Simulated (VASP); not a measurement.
Input of a VASP 6.6.1 run:

INCAR

```
PREC = Accurate ; ENCUT = 750
EDIFF = 1E-6 ; ISMEAR = 0
SIGMA = 0.01 ; LREAL = False
LASPH = True ; NELM = 120
ALGO = Normal ; ISIF = 2
LWAVE = False ; LCHARG = False
GGA = PE ; NBANDS = 13
GGA_COMPAT = False
```

The input KPOINTS:

```
Automatic mesh
0
Gamma
  6 6 6
```

File POSCAR:

```
Li2Se
1.0
    0.0000000000      2.9721696435      2.9721696435
    2.9721696435      0.0000000000      2.9721696435
    2.9721696435      2.9721696435      0.0000000000
Li Se
2 1
Direct
    0.2500000000      0.2500000000      0.2500000000
    0.7500000000      0.7500000000      0.7500000000
    0.0000000000      0.0000000000      0.0000000000
```

Potentials or basis: VASP PAW PBE potentials, release 64 (Li_sv, Se).

The run is started by

```console
$ cat potpaw_PBE.64/Li_sv/POTCAR potpaw_PBE.64/Se/POTCAR > POTCAR
$ mpirun -np 1 vasp_std > vasp.out
```

Question: Estimate the pressure.

Answer: 1.1 GPa.

Question: Estimate the band gap on the k mesh.

Answer: 2.95 eV (least direct gap 3.51 eV).

A k mesh can miss the band edges.
